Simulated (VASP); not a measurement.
# F (C2/m) in VASP: a series of runs, part 2 of 3

VASP 6.6.1.

**3. Single point, PBEsol**

INCAR

```
SYSTEM = F
PREC = Accurate
ENCUT = 520
EDIFF = 1E-7
ISMEAR = 0
SIGMA = 0.05
LREAL = .False.
LASPH = .True.
NELM = 100
ALGO = Normal
ISIF = 2
LWAVE = .False.
LCHARG = .True.
GGA = PS
LELF = .True.
LVHAR = .True.
NBANDS = 22
```

KPOINTS

```
regular mesh
0
Gamma
  4 4 2
  0 0 0
```

POSCAR

```
F
1.0
    3.1573117572     -1.8146152765     -0.2435191204
    3.1573117572      1.8146152765     -0.2435191204
   -2.3740572529      0.0000000000      7.2670371310
F
4
Direct
    0.0848459664      0.0848459664      0.1099880702
    0.9151540336      0.9151540336      0.8900119298
    0.5015719855      0.5015719855      0.5937195244
    0.4984280145      0.4984280145      0.4062804756
```

Potentials or basis: VASP PAW PBE potentials, release 64 (F).

Started as:

```console
$ cat potpaw_PBE.64/F/POTCAR > POTCAR
$ mpirun -np 1 vasp_std > vasp.out
```

Wall time 13 s (1 thread of Intel Xeon 6975P-C (Granite Rapids), shared host); peak memory 0.19 GiB.

Results (log left out):

* Free energy: -7.3225 eV
* Pressure: -5.3 GPa
* Largest force: 3.747 eV/Å
* Band gap on the k mesh: 1.35 eV, indirect (least direct gap 1.42 eV)

Forces in eV/Å, atoms in the order of the input:
```
F   -1.226  0.000 -3.541
F    1.226  0.000  3.541
F    0.220  0.000 -0.484
F   -0.220  0.000  0.484
```

Stress tensor (GPa, compression positive):
```
 -2.35   0.00  -3.62
  0.00  -0.54   0.00
 -3.62   0.00 -12.91
```

Levels at points of the mesh, in eV from the valence-band top:
```csv
k point,band 11,band 12,band 13,band 14,band 15,band 16,band 17,band 18
"(0.00, 0.00, 0.00)",-0.33,-0.16,-0.09,-0.07,1.35,3.17,8.93,11.38
"(0.50, 0.00, 0.00)",-0.35,-0.31,-0.23,-0.20,1.49,3.17,12.69,12.97
"(0.50, 0.50, 0.00)",-0.39,-0.29,-0.15,0.00,1.44,3.16,13.01,13.14
"(0.00, 0.00, 0.50)",-0.25,-0.18,-0.14,-0.12,1.42,3.10,9.61,9.87
"(0.50, 0.00, 0.50)",-0.46,-0.34,-0.18,-0.04,1.44,3.18,12.67,13.47
"(0.50, 0.50, 0.50)",-0.34,-0.34,-0.16,-0.12,1.50,3.17,12.67,12.77
```

Caveat: the k points lie up to 0.51 Å⁻¹ apart; the PAW data sets were made with another functional, which shifts forces and pressure a little. Expect the measured gap to be larger: semilocal functionals such as PBEsol lack the derivative discontinuity.

**4. Single point, PBEsol**

INCAR

```
PREC = Accurate
ENCUT = 520
EDIFF = 1E-6
ISMEAR = 0
SIGMA = 0.05
LREAL = F
LASPH = T
NELM = 60
ALGO = Normal
ISIF = 2
LWAVE = F
LCHARG = T
GGA = PS
LELF = T
LVHAR = T
NBANDS = 22
```

KPOINTS

```
Automatic mesh
0
Gamma
  4 4 2
```

POSCAR: that of step 3 with these lines changed.

```diff
@@ -8,4 +8,4 @@
 Direct
-    0.0848459664      0.0848459664      0.1099880702
-    0.9151540336      0.9151540336      0.8900119298
+    0.0848459664      0.0848459664      0.0940038325
+    0.9151540336      0.9151540336      0.9059961675
     0.5015719855      0.5015719855      0.5937195244
```

Potentials or basis: VASP PAW PBE potentials, release 64 (F).

Started as:

```console
$ cat potpaw_PBE.64/F/POTCAR > POTCAR
$ mpirun -np 1 vasp_std > vasp.out
```

OUTCAR:

```text
PREC = Accurate
   ENCUT = 520
   EDIFF = 1E-6
   ISMEAR = 0
   LREAL = F
   LASPH = T
   NELM = 60
   ISIF = 2
   GGA = PS

 ion  position               nearest neighbor table
   1  0.085  0.085  0.094-   2 1.43
   2  0.915  0.915  0.906-   1 1.43
   3  0.502  0.502  0.594-   4 1.43
   4  0.498  0.498  0.406-   3 1.43

  LATTYP: Found a base centered monoclinic cell.
 ALAT       =     6.3333779594
 B/A-ratio  =     0.5730323654
 C/A-ratio  =     1.2070962569
 COS(beta)  =    -0.3827161857

  Lattice vectors:

 A1 = (   3.1573117572,  -1.8146152765,  -0.2435191204)
 A2 = (   3.1573117572,   1.8146152765,  -0.2435191204)
 A3 = (  -2.3740572529,   0.0000000000,   7.2670371310)

Analysis of symmetry for initial positions (statically):
=====================================================================
 Subroutine PRICEL returns:
 Original cell was already a primitive cell.

 Routine SETGRP: Setting up the symmetry group for a
 base centered monoclinic supercell.

 Subroutine GETGRP returns: Found  4 space group operations
 (whereof  4 operations were pure point group operations)
 out of a pool of  4 trial point group operations.

The static configuration has the point symmetry C_2h.

Analysis of symmetry for dynamics (positions and initial velocities):
=====================================================================
 Subroutine PRICEL returns:
 Original cell was already a primitive cell.

 Routine SETGRP: Setting up the symmetry group for a
 base centered monoclinic supercell.

 Subroutine GETGRP returns: Found  4 space group operations
 (whereof  4 operations were pure point group operations)
 out of a pool of  4 trial point group operations.

The dynamic configuration has the point symmetry C_2h.

 Subroutine INISYM returns: Found  4 space group operations
 (whereof  4 operations are pure point group operations),
 and found     1 'primitive' translations

----------------------------------------------------------------------------------------

                                     Primitive cell

  volume of cell :      81.1720

  direct lattice vectors                    reciprocal lattice vectors
     3.157311757 -1.814615277 -0.243519120     0.162455977 -0.275540500  0.053072495
     3.157311757  1.814615277 -0.243519120     0.162455977  0.275540500  0.053072495
    -2.374057253  0.000000000  7.267037131     0.010887831  0.000000000  0.141164592

  length of vectors
     3.649759950  3.649759950  7.644996828     0.324239420  0.324239420  0.141583852

  position of ions in fractional coordinates (direct lattice)
     0.084845966  0.084845966  0.094003833
     0.915154034  0.915154034  0.905996167
     0.501571986  0.501571986  0.593719524
     0.498428015  0.498428015  0.406280476

  ion indices of the primitive-cell ions
   primitive index   ion index
                 1           1
                 2           2
                 3           3
                 4           4

----------------------------------------------------------------------------------------

 KPOINTS: Automatic mesh

Automatic generation of k-mesh.
[... 23 lines left out ...]
  0.000000  0.000000  0.000000      1.000000
  0.250000 -0.000000  0.000000      4.000000
  0.500000 -0.000000  0.000000      2.000000
  0.250000  0.250000  0.000000      2.000000
  0.500000  0.250000  0.000000      4.000000
 -0.250000  0.250000  0.000000      2.000000
  0.500000  0.500000  0.000000      1.000000
  0.000000  0.000000  0.500000      1.000000
  0.250000 -0.000000  0.500000      4.000000
  0.500000 -0.000000  0.500000      2.000000
  0.250000  0.250000  0.500000      2.000000
  0.500000  0.250000  0.500000      4.000000
 -0.250000  0.250000  0.500000      2.000000
  0.500000  0.500000  0.500000      1.000000
   k-points           NKPTS =     14   k-points in BZ     NKDIM =     14   number of bands    NBANDS=     22
   number of dos      NEDOS =    301   number of ions     NIONS =      4
   total plane-waves  NPLWV =  47040
   dimension x,y,z NGX =    28 NGY =   28 NGZ =   60
   dimension x,y,z NGXF=    56 NGYF=   56 NGZF=  120
   ions per type =               4
   NGX,Y,Z   is equivalent  to a cutoff of  12.75, 12.75, 13.05 a.u.
   NGXF,Y,Z  is equivalent  to a cutoff of  25.51, 25.51, 26.09 a.u.
 SYSTEM =  unknown system
   PREC   = accura    normal or accurate (medium, high low for compatibility)
   ISTART =      0    job   : 0-new  1-cont  2-samecut
   ICHARG =      2    charge: 1-file 2-atom 10-const
   ISPIN  =      1    spin polarized calculation?
   LNONCOLLINEAR =      F non collinear calculations
   LSORBIT =      F    spin-orbit coupling
   LASPH  =      T    aspherical Exc in radial PAW
   ENCUT  =  520.0 eV  38.22 Ry    6.18 a.u.   6.79  6.79 14.21*2*pi/ulx,y,z
   NELM   =     60;   NELMIN=  2; NELMDL= -5     # of ELM steps
   EDIFF  = 0.1E-05   stopping-criterion for ELM
   LREAL  =      F    real-space projection
   EDIFFG = 0.1E-04   stopping-criterion for IOM
   NSW    =      0    number of steps for IOM
   IBRION =     -1    ionic relax: 0-MD 1-quasi-New 2-CG
   NFREE  =      0    steps in history (QN), initial steepest desc. (CG)
   ISIF   =      2    stress and relaxation
   ISYM   =      2    0-nonsym 1-usesym 2-fastsym
   POTIM  = 0.5000    time-step for ionic-motion
   TEBEG  =    0.0;   TEEND  =   0.0 temperature during run
   PSTRESS=    0.0 pullay stress
   NELECT =      28.0000    total number of electrons
   NUPDOWN=      -1.0000    fix difference up-down
   EMIN   =  10.00;   EMAX   =-10.00  energy-range for DOS
   EFERMI =   0.00;   METHOD = LEGACY
   ISMEAR =     0;   SIGMA  =   0.05  broadening in eV -4-tet -1-fermi 0-gaus
   EFERMI_NEDOS =   21; number of points for ismear=-14 and -15
   IALGO  =     38    algorithm
   IMIX   =      4    mixing-type and parameters
     AMIX     =   0.40;   BMIX     =  1.00
     AMIX_MAG =   1.60;   BMIX_MAG =  1.00
  volume/ion in A,a.u.               =      20.29       136.94
  Fermi-wavevector in a.u.,A,eV,Ry     =   1.148133  2.169656 17.935319  1.318209
  Thomas-Fermi vector in A             =   2.284809
   LORBIT       =      0    0 simple, 1 ext, 2 COOP (PROOUT), +10 PAW based schemes
   GGA     = PS    functional components
   LHFCALC =     F    Hartree Fock is set to
   AEXX    =    0.0000 exact exchange contribution
   IVDW    =     0    specifies the selected vdW correction
   LEPSILON=     F    determine dielectric tensor
   LRPA    =     F    only Hartree local field effects (RPA)
 non-spin polarized calculation
 Gauss-broadening in eV      SIGMA  =   0.05
  energy-cutoff  :      520.00
  volume of cell :       81.17
 maximum number of plane-waves:      2199
   NGX = 13   NGY = 13   NGZ = 29

 number of electron      28.0000006 magnetization

 Free energy of the ion-electron system (eV)
  ---------------------------------------------------
  ext. energy  EPLUGINS =         0.00000000
  ---------------------------------------------------
  free energy    TOTEN  =        -7.79079067 eV

  energy without entropy =       -7.79079067  energy(sigma->0) =       -7.79079067

 E-fermi :  -5.8308     XC(G=0):  -6.5457

 val. band max:       -6.0871059704   @ k =   0.5000   0.5000   0.0000
 cond. band min:      -3.3333056641   @ k =   0.0000   0.0000   0.0000
 fundamental gap:      2.7538003063
 Fermi energy:        -5.8308277909

 k-point     1 :       0.0000    0.0000    0.0000
  band No.  band energies     occupation
      1     -30.7310      2.00000
      2     -30.5794      2.00000
      3     -24.6015      2.00000
      4     -24.3809      2.00000
      5     -12.4993      2.00000
      6     -11.9850      2.00000
[... 339 lines left out ...]
     21       8.6339      0.00000
     22       8.7589      0.00000

------------------------ aborting loop because EDIFF is reached ----------------------------------------

  FORCE on cell =-STRESS in cart. coord.  units (eV):
  Direction    XX          YY          ZZ          XY          YZ          ZX
  --------------------------------------------------------------------------------------
  -------------------------------------------------------------------------------------
  Total       -0.4795494     -0.2684460     -1.5332743      0.0000000      0.0000000     -0.0968755
  in kB       -9.4653727     -5.2986015    -30.2638520      0.0000000      0.0000000     -1.9121348
  external PRESSURE =     -15.0092754 kB  Pullay stress =       0.0000000 kB

 VOLUME and BASIS-vectors are now :
 -----------------------------------------------------------------------------
  energy-cutoff  :      520.00
  volume of cell :       81.17
      direct lattice vectors                 reciprocal lattice vectors
     3.157311757 -1.814615277 -0.243519120     0.162455977 -0.275540500  0.053072495
     3.157311757  1.814615277 -0.243519120     0.162455977  0.275540500  0.053072495
    -2.374057253  0.000000000  7.267037131     0.010887831  0.000000000  0.141164592

 POSITION                                       TOTAL-FORCE (eV/Angst)
 -----------------------------------------------------------------------------------
      0.31260      0.00000      0.64181        -0.220045      0.000000     -0.447545
      3.62797      0.00000      6.13819         0.220045      0.000000      0.447545
      1.75771      0.00000      4.07030         0.157351      0.000000     -0.483505
      2.18285      0.00000      2.70970        -0.157351      0.000000      0.483505
 -----------------------------------------------------------------------------------
    total drift:                                0.000000      0.000000     -0.000000

  FREE ENERGIE OF THE ION-ELECTRON SYSTEM (eV)
  ---------------------------------------------------
  free  energy   TOTEN  =        -7.7907906693 eV

  energy  without entropy=       -7.7907906693  energy(sigma->0) =       -7.79079067
```

OSZICAR:

```text
N       E                     dE             d eps       ncg     rms          rms(c)
DAV:   1     0.188033488149E+03    0.18803E+03   -0.14905E+04   616   0.115E+03
DAV:   2     0.696188037697E+00   -0.18734E+03   -0.18156E+03   874   0.282E+02
DAV:   3    -0.946084250295E+01   -0.10157E+02   -0.10103E+02   694   0.645E+01
DAV:   4    -0.952745212003E+01   -0.66610E-01   -0.66605E-01   652   0.615E+00
DAV:   5    -0.952785404839E+01   -0.40193E-03   -0.40192E-03   730   0.458E-01    0.111E+01
DAV:   6    -0.823909633896E+01    0.12888E+01   -0.44308E-01   622   0.666E+00    0.630E+00
DAV:   7    -0.779247341171E+01    0.44662E+00   -0.60207E-01   634   0.733E+00    0.679E-01
DAV:   8    -0.779059420372E+01    0.18792E-02   -0.78409E-02   646   0.199E+00    0.119E-01
DAV:   9    -0.779068125963E+01   -0.87056E-04   -0.97306E-04   694   0.238E-01    0.699E-02
DAV:  10    -0.779078765244E+01   -0.10639E-03   -0.27603E-04   670   0.136E-01    0.260E-02
DAV:  11    -0.779079100666E+01   -0.33542E-05   -0.30300E-05   688   0.536E-02    0.675E-03
DAV:  12    -0.779079066935E+01    0.33732E-06   -0.41651E-06   670   0.180E-02
   1 F= -.77907907E+01 E0= -.77907907E+01  d E =-.343399E-14
```

Run time: 11 s. Hardware: 1 thread of Intel Xeon 6975P-C (Granite Rapids), shared host; peak memory 0.18 GiB.

Results:

```
Free energy            : -7.7908 eV
Pressure               : -1.5 GPa
Largest force          : 0.508 eV/Å
Band gap on the k mesh : 2.75 eV, indirect (least direct gap 2.83 eV)
```

Forces in eV/Å, atoms in the order of the input:
```
F   -0.220  0.000 -0.448
F    0.220  0.000  0.448
F    0.157  0.000 -0.484
F   -0.157  0.000  0.484
```

Levels at points of the mesh, in eV from the valence-band top:
```
           k point  band 11  band 12  band 13  band 14  band 15  band 16  band 17  band 18
(0.00, 0.00, 0.00)    -0.30    -0.16    -0.10    -0.07     2.75     3.44     8.63    11.08
(0.50, 0.00, 0.00)    -0.33    -0.26    -0.25    -0.15     3.12     3.20    12.41    12.54
(0.50, 0.50, 0.00)    -0.30    -0.25    -0.16     0.00     3.07     3.20    12.76    12.89
(0.00, 0.00, 0.50)    -0.27    -0.16    -0.15    -0.08     3.04     3.12     9.44     9.46
(0.50, 0.00, 0.50)    -0.42    -0.29    -0.18    -0.06     2.97     3.33    12.31    13.11
(0.50, 0.50, 0.50)    -0.33    -0.22    -0.16    -0.08     3.11     3.20    12.35    12.45
```

Caveat: the k points lie up to 0.51 Å⁻¹ apart; the PAW data sets were made with another functional, which shifts forces and pressure a little.

(Part 2 of 3 ends here.)
